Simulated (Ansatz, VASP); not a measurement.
## ScSi3 in VASP and in Ansatz

```
Sc Si
1.0
     5.06640    0.00000    0.00000
     0.00000    5.06640    0.00000
     0.00000    0.00000    5.06640
Sc Si
2 6
Direct
  0.00000 0.00000 0.00000
  0.50000 0.50000 0.50000
  0.00000 0.50000 0.25000
  0.00000 0.50000 0.75000
  0.25000 0.00000 0.50000
  0.75000 0.00000 0.50000
  0.50000 0.75000 0.00000
  0.50000 0.25000 0.00000
```

Alike in both runs: functional PBE; k mesh 8 × 8 × 8; occupations gaussian, width 0.1 eV; no spin polarisation.

Ansatz relaxed the structure, and its values are those at the end. VASP's run is a single point on that final structure, the one shown.

```csv
,VASP,Ansatz
version,VASP 6.6.1,Ansatz 0.2.0
potentials or method,"VASP PAW PBE potentials, release 64 (Sc_sv, Si), cutoff 500 eV","scalar-relativistic, plane waves, PAW"
valence electrons in the cell,46,46
```

```csv
,VASP,Ansatz,Ansatz less VASP
gap on the k mesh at the Fermi level (eV),none,none,-
pressure (GPa),0.1,0.0,-0.09
```

A gap of «none» marks a metal or a gap that the smearing closes.
